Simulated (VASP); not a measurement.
# Pd (Fd-3m) in VASP: further runs

The runs below take Pd through single point, relaxation of cell and atoms, with LDA.

All numbers are computed with VASP 6.6.1; they aren't measurements. Logs are shortened: lines on timing, memory, paths and dates and some standing lists are left out, and cuts for length are marked.

### Step 1. The cell of the first run

The structure is cubic, space group Fd-3m (No. 227). The conventional cell has a = 5.692 Å, b = 5.692 Å, c = 5.692 Å, α = 90.00°, β = 90.00°, γ = 90.00°. Pd (site symmetry -43m) has 4 Pd at 2.46 Å within 3.3 Å.

### Step 2. Single point, LDA (volume scaled by 1.04)

INCAR

```
SYSTEM = Pd
  PREC = Accurate
  ENCUT = 520
  EDIFF = 1E-6
  ISMEAR = -1
  SIGMA = 0.1
  LREAL = .FALSE.
  LASPH = .TRUE.
  NELM = 80
  ALGO = Normal
  ISIF = 2
  LWAVE = .FALSE.
  LCHARG = .TRUE.
  GGA = CA
  LELF = .TRUE.
  LVHAR = .TRUE.
  NBANDS = 17
```

KPOINTS

```
regular mesh
0
G
  11 11 11
  0 0 0
```

POSCAR

```
Pd
1.0
    0.0000000000      2.8461010724      2.8461010724
    2.8461010724      0.0000000000      2.8461010724
    2.8461010724      2.8461010724      0.0000000000
Pd
2
Direct
    0.1250000000      0.1250000000      0.1250000000
    0.8750000000      0.8750000000      0.8750000000
```

Potentials or basis: VASP PAW LDA potentials, release 64 (Pd).

On the command line:

```bash
cat potpaw_LDA.64/Pd/POTCAR > POTCAR
mpirun -np 1 vasp_std > vasp.out
```

OUTCAR:

```text
SYSTEM = Pd
   PREC = Accurate
   ENCUT = 520
   EDIFF = 1E-6
   ISMEAR = -1
   LREAL = .FALSE.
   LASPH = .TRUE.
   NELM = 80
   ISIF = 2
   GGA = CA

 ion  position               nearest neighbor table
   1  0.125  0.125  0.125-   2 2.46   2 2.46   2 2.46   2 2.46
   2  0.875  0.875  0.875-   1 2.46   1 2.46   1 2.46   1 2.46

  LATTYP: Found a face centered cubic cell.
 ALAT       =     5.6922021448

  Lattice vectors:

 A1 = (   0.0000000000,   2.8461010724,   2.8461010724)
 A2 = (   2.8461010724,   0.0000000000,   2.8461010724)
 A3 = (   2.8461010724,   2.8461010724,   0.0000000000)

Analysis of symmetry for initial positions (statically):
=====================================================================
 Subroutine PRICEL returns:
 Original cell was already a primitive cell.

 Routine SETGRP: Setting up the symmetry group for a
 face centered cubic supercell.

 Subroutine GETGRP returns: Found 48 space group operations
 (whereof 12 operations were pure point group operations)
 out of a pool of 48 trial point group operations.

The static configuration has the point symmetry D_3d.
 The point group associated with its full space group is O_h .

Analysis of symmetry for dynamics (positions and initial velocities):
=====================================================================
 Subroutine PRICEL returns:
 Original cell was already a primitive cell.

 Routine SETGRP: Setting up the symmetry group for a
 face centered cubic supercell.

 Subroutine GETGRP returns: Found 48 space group operations
 (whereof 12 operations were pure point group operations)
 out of a pool of 48 trial point group operations.

The dynamic configuration has the point symmetry D_3d.
 The point group associated with its full space group is O_h .

 Subroutine INISYM returns: Found 48 space group operations
 (whereof 12 operations are pure point group operations),
 and found     1 'primitive' translations

----------------------------------------------------------------------------------------

                                     Primitive cell

  volume of cell :      46.1085

  direct lattice vectors                    reciprocal lattice vectors
     0.000000000  2.846101072  2.846101072    -0.175678933  0.175678933  0.175678933
     2.846101072  0.000000000  2.846101072     0.175678933 -0.175678933  0.175678933
     2.846101072  2.846101072  0.000000000     0.175678933  0.175678933 -0.175678933

  length of vectors
     4.024994736  4.024994736  4.024994736     0.304284838  0.304284838  0.304284838

  position of ions in fractional coordinates (direct lattice)
     0.125000000  0.125000000  0.125000000
     0.875000000  0.875000000  0.875000000

  ion indices of the primitive-cell ions
   primitive index   ion index
                 1           1
                 2           2

----------------------------------------------------------------------------------------

 KPOINTS: regular mesh

Automatic generation of k-mesh.
 Grid dimensions read from file:
 generate k-points for:   11   11   11

 Generating k-lattice:

  Cartesian coordinates                     Fractional coordinates (reciprocal lattice)
    -0.015970812  0.015970812  0.015970812     0.090909091  0.000000000  0.000000000
     0.015970812 -0.015970812  0.015970812     0.000000000  0.090909091  0.000000000
     0.015970812  0.015970812 -0.015970812     0.000000000  0.000000000  0.090909091

  Length of vectors
     0.027662258  0.027662258  0.027662258

  Shift w.r.t. Gamma in fractional coordinates (k-lattice)
     0.000000000  0.000000000  0.000000000

 Subroutine IBZKPT returns following result:
 ===========================================

 Found     56 irreducible k-points:

 Following reciprocal coordinates:
            Coordinates               Weight
  0.000000  0.000000  0.000000      1.000000
  0.090909  0.000000  0.000000      8.000000
  0.181818  0.000000  0.000000      8.000000
  0.272727  0.000000  0.000000      8.000000
  0.363636  0.000000  0.000000      8.000000
  0.454545  0.000000  0.000000      8.000000
[... 16 lines left out ...]
 -0.272727  0.181818  0.000000     24.000000
 -0.181818  0.181818  0.000000     12.000000
 [... further k-points ...]
   k-points           NKPTS =     56   k-points in BZ     NKDIM =     56   number of bands    NBANDS=     17
   number of dos      NEDOS =    301   number of ions     NIONS =      2
   total plane-waves  NPLWV =  27000
   dimension x,y,z NGX =    30 NGY =   30 NGZ =   30
   dimension x,y,z NGXF=    60 NGYF=   60 NGZF=   60
   ions per type =               2
   NGX,Y,Z   is equivalent  to a cutoff of  12.39, 12.39, 12.39 a.u.
   NGXF,Y,Z  is equivalent  to a cutoff of  24.78, 24.78, 24.78 a.u.
 SYSTEM =  Pd
   PREC   = accura    normal or accurate (medium, high low for compatibility)
   ISTART =      0    job   : 0-new  1-cont  2-samecut
   ICHARG =      2    charge: 1-file 2-atom 10-const
   ISPIN  =      1    spin polarized calculation?
   LNONCOLLINEAR =      F non collinear calculations
   LSORBIT =      F    spin-orbit coupling
   LASPH  =      T    aspherical Exc in radial PAW
   ENCUT  =  520.0 eV  38.22 Ry    6.18 a.u.   7.48  7.48  7.48*2*pi/ulx,y,z
   NELM   =     80;   NELMIN=  2; NELMDL= -5     # of ELM steps
   EDIFF  = 0.1E-05   stopping-criterion for ELM
   LREAL  =      F    real-space projection
[... 7 lines left out ...]
   TEBEG  =    0.0;   TEEND  =   0.0 temperature during run
   PSTRESS=    0.0 pullay stress
   NELECT =      20.0000    total number of electrons
   NUPDOWN=      -1.0000    fix difference up-down
   EMIN   =  10.00;   EMAX   =-10.00  energy-range for DOS
   EFERMI =   0.00;   METHOD = LEGACY
   ISMEAR =    -1;   SIGMA  =   0.10  broadening in eV -4-tet -1-fermi 0-gaus
   EFERMI_NEDOS =   21; number of points for ismear=-14 and -15
   IALGO  =     38    algorithm
   IMIX   =      4    mixing-type and parameters
     AMIX     =   0.40;   BMIX     =  1.00
     AMIX_MAG =   1.60;   BMIX_MAG =  1.00
  volume/ion in A,a.u.               =      23.05       155.58
  Fermi-wavevector in a.u.,A,eV,Ry     =   1.239247  2.341837 20.894915  1.535733
  Thomas-Fermi vector in A             =   2.373738
   LORBIT       =      0    0 simple, 1 ext, 2 COOP (PROOUT), +10 PAW based schemes
   GGA     = CA    functional components
   LHFCALC =     F    Hartree Fock is set to
   AEXX    =    0.0000 exact exchange contribution
   IVDW    =     0    specifies the selected vdW correction
   LEPSILON=     F    determine dielectric tensor
   LRPA    =     F    only Hartree local field effects (RPA)
 non-spin polarized calculation
  energy-cutoff  :      520.00
  volume of cell :       46.11
 maximum number of plane-waves:      1259
 NGX is ok and might be reduce to    30
   NGX = 15   NGY = 15   NGZ = 15

 number of electron      19.9999996 magnetization

 Free energy of the ion-electron system (eV)
  ---------------------------------------------------
  ext. energy  EPLUGINS =         0.00000000
  ---------------------------------------------------
  free energy    TOTEN  =       -10.25176245 eV

  energy without entropy =      -10.07799590  energy(sigma->0) =      -10.16487918

 E-fermi :   4.2512     XC(G=0): -10.6307

 val. band max:        4.2497187632   @ k =  -0.2727   0.1818   0.0000
 cond. band min:       4.2515816551   @ k =  -0.1818   0.1818   0.0000
 fundamental gap:      0.0018628920
 Fermi energy:         4.2512025451

 k-point     1 :       0.0000    0.0000    0.0000
  band No.  band energies     occupation
      1      -0.6182      2.00000
      2       0.6376      2.00000
      3       0.6376      2.00000
      4       0.7834      2.00000
      5       0.7834      2.00000
      6       0.7834      2.00000
[... 9 lines left out ...]
     16      16.6274      0.00000
     17      16.6536      0.00000

 k-point     2 :       0.0909    0.0000    0.0000
  band No.  band energies     occupation
      1      -0.4943      2.00000
      2       0.5448      2.00000
      3       0.5448      2.00000
      4       0.7857      2.00000
      5       0.9099      2.00000
      6       0.9099      2.00000
[... 9 lines left out ...]
     16      17.1732      0.00000
     17      17.4699      0.00000

 k-point     3 :       0.1818    0.0000    0.0000
  band No.  band energies     occupation
      1      -0.1517      2.00000
      2       0.4667      2.00000
      3       0.4667      2.00000
      4       0.8052      2.00000
      5       1.0623      2.00000
      6       1.0623      2.00000
[... 9 lines left out ...]
     16      17.5905      0.00000
     17      17.9061      0.00000

 k-point     4 :       0.2727    0.0000    0.0000
  band No.  band energies     occupation
      1       0.2829      2.00000
      2       0.4619      2.00000
      3       0.4619      2.00000
      4       0.8802      2.00000
      5       1.1193      2.00000
      6       1.1193      2.00000
[... 9 lines left out ...]
     16      17.5203      0.00000
     17      17.5203      0.00000

 k-point     5 :       0.3636    0.0000    0.0000
  band No.  band energies     occupation
      1       0.5290      2.00000
      2       0.5290      2.00000
      3       0.5747      2.00000
      4       0.9966      2.00000
      5       1.0524      2.00000
      6       1.0524      2.00000
[... 9 lines left out ...]
     16      17.2194      0.00000
     17      17.2194      0.00000

 k-point     6 :       0.4545    0.0000    0.0000
  band No.  band energies     occupation
      1       0.6344      2.00000
      2       0.6344      2.00000
      3       0.7080      2.00000
      4       0.9286      2.00000
      5       0.9286      2.00000
      6       1.0057      2.00000
[... 9 lines left out ...]
     16      17.0619      0.00000
     17      17.0619      0.00000
[... 281 lines left out ...]
 k-point    21 :      -0.4545    0.1818    0.0000
  band No.  band energies     occupation
      1       0.2378      2.00000
      2       0.5451      2.00000
      3       0.6995      2.00000
      4       1.2099      2.00000
      5       1.3161      2.00000
      6       1.3165      2.00000
[... 9 lines left out ...]
     16      18.5300      0.00000
     17      18.7227      0.00000

 k-point    22 :      -0.3636    0.1818    0.0000
  band No.  band energies     occupation
      1       0.2861      2.00000
      2       0.4150      2.00000
      3       0.8251      2.00000
      4       1.0747      2.00000
      5       1.2348      2.00000
      6       1.4628      2.00000
[... 9 lines left out ...]
     16      18.2976      0.00000
     17      18.3616      0.00000

 k-point    23 :      -0.2727    0.1818    0.0000
  band No.  band energies     occupation
      1       0.3183      2.00000
      2       0.3575      2.00000
      3       0.8591      2.00000
      4       0.9685      2.00000
      5       1.0818      2.00000
      6       1.5386      2.00000
[... 9 lines left out ...]
     16      18.1068      0.00000
     17      18.1307      0.00000

 k-point    24 :      -0.1818    0.1818    0.0000
  band No.  band energies     occupation
      1       0.2876      2.00000
      2       0.3515      2.00000
      3       0.7320      2.00000
      4       0.8088      2.00000
      5       1.0124      2.00000
      6       1.4501      2.00000
[... 9 lines left out ...]
     16      17.7952      0.00000
     17      17.9436      0.00000

 [... further k-points ...]
[... 5 lines left out ...]
  --------------------------------------------------------------------------------------
  -------------------------------------------------------------------------------------
  Total       -1.0228558     -1.0228558     -1.0228558      0.0000000     -0.0000000      0.0000000
  in kB      -35.5421776    -35.5421776    -35.5421776      0.0000000     -0.0000000      0.0000000
  external PRESSURE =     -35.5421776 kB  Pullay stress =       0.0000000 kB

 VOLUME and BASIS-vectors are now :
 -----------------------------------------------------------------------------
  energy-cutoff  :      520.00
  volume of cell :       46.11
      direct lattice vectors                 reciprocal lattice vectors
     0.000000000  2.846101072  2.846101072    -0.175678933  0.175678933  0.175678933
     2.846101072  0.000000000  2.846101072     0.175678933 -0.175678933  0.175678933
     2.846101072  2.846101072  0.000000000     0.175678933  0.175678933 -0.175678933

 POSITION                                       TOTAL-FORCE (eV/Angst)
 -----------------------------------------------------------------------------------
      0.71153      0.71153      0.71153         0.000000     -0.000000      0.000000
      4.98068      4.98068      4.98068        -0.000000      0.000000     -0.000000
 -----------------------------------------------------------------------------------
    total drift:                               -0.000000      0.000000      0.000000

  FREE ENERGIE OF THE ION-ELECTRON SYSTEM (eV)
  ---------------------------------------------------
  free  energy   TOTEN  =       -10.2517624515 eV

  energy  without entropy=      -10.0779958989  energy(sigma->0) =      -10.16487918
```

Run time: 34 s. Hardware: 1 thread of Intel Xeon Platinum 8488C (Sapphire Rapids), shared host; peak memory 0.17 GiB.

Results:

| Property | Result |
| --- | --- |
| Free energy | -10.2518 eV |
| Pressure | -3.6 GPa |
| Band gap on the k mesh | zero (band 10 reaches 4.34 eV, above the bottom of band 11 at 3.90 eV) |

Caveat: the cell differs from its parent crystal (volume scaled by 1.04).

### Step 3. Relaxation of cell and atoms, LDA

This run uses another cell than the first one, of 19.86 Å³/atom, 0.862 times its volume.

INCAR

```
PREC = Accurate
ENCUT = 600
EDIFF = 1E-7
ISMEAR = -1
SIGMA = 0.1
LREAL = False
LASPH = True
NELM = 100
ALGO = Normal
ISIF = 3
LWAVE = False
LCHARG = False
GGA = CA
IBRION = 2
NSW = 80
EDIFFG = -0.01
```

KPOINTS

```
regular mesh
0
Gamma
  10 10 10
```

POSCAR

```
Pd
1.0
    0.0000000000      2.7082278367      2.7082278367
    2.7082278367      0.0000000000      2.7082278367
    2.7082278367      2.7082278367      0.0000000000
Pd
2
Direct
    0.1250000000      0.1250000000      0.1250000000
    0.8750000000      0.8750000000      0.8750000000
```

Potentials or basis: VASP PAW LDA potentials, release 64 (Pd).

On the command line:

```bash
cat potpaw_LDA.64/Pd/POTCAR > POTCAR
mpirun -np 1 vasp_std > vasp.out
```

Run time: 60 s. Hardware: 1 thread of Intel Xeon Platinum 8488C (Sapphire Rapids), shared host; peak memory 0.18 GiB.

It converged, with:

| Item | Value |
| --- | --- |
| Free energy | -10.2714 eV |
| Relaxed volume | 22.12 Å³/atom |
| Relaxed cell | a = 3.970 Å, b = 3.970 Å, c = 3.970 Å, α = 60.00°, β = 60.00°, γ = 60.00° |
| Space group after relaxing (to 0.05 Å) | Fd-3m (No. 227) |
| Energy gained by relaxing | 85.3 meV/atom |
| Ionic steps | 4 |
| Pressure after relaxing | 0.0 GPa |
| Band gap on the k mesh | zero (band 10 reaches 4.80 eV, above the bottom of band 11 at 4.39 eV) |

The path:
```csv
step,energy change (eV),largest force (eV/Å),pressure (GPa),volume (Å³)
1,0.0000,0.0000,13.55,39.73
2,0.0117,0.0000,-8.55,50.19
3,-0.1706,0.0000,-0.24,44.34
4,-0.1707,0.0000,-0.04,44.25
```

Final structure:
```xyz
2
Lattice="0.0000 2.8072 2.8072 2.8072 0.0000 2.8072 2.8072 2.8072 0.0000" Properties=species:S:1:pos:R:3 pbc="T T T"
Pd    0.7018    0.7018    0.7018
Pd    4.9127    4.9127    4.9127
```

Levels at points of the mesh, in eV from the Fermi level:
```tsv
k point	band 8	band 9	band 10	band 11	band 12	band 13
(0.00, 0.00, 0.00)	-1.55	-1.55	-0.16	-0.16	12.27	12.27
(0.50, 0.00, 0.00)	-1.16	-0.38	-0.38	-0.34	1.36	8.88
(0.50, 0.50, 0.00)	-2.09	-0.18	-0.18	1.97	1.97	4.82
```

(Continued in part 2 of 2.)
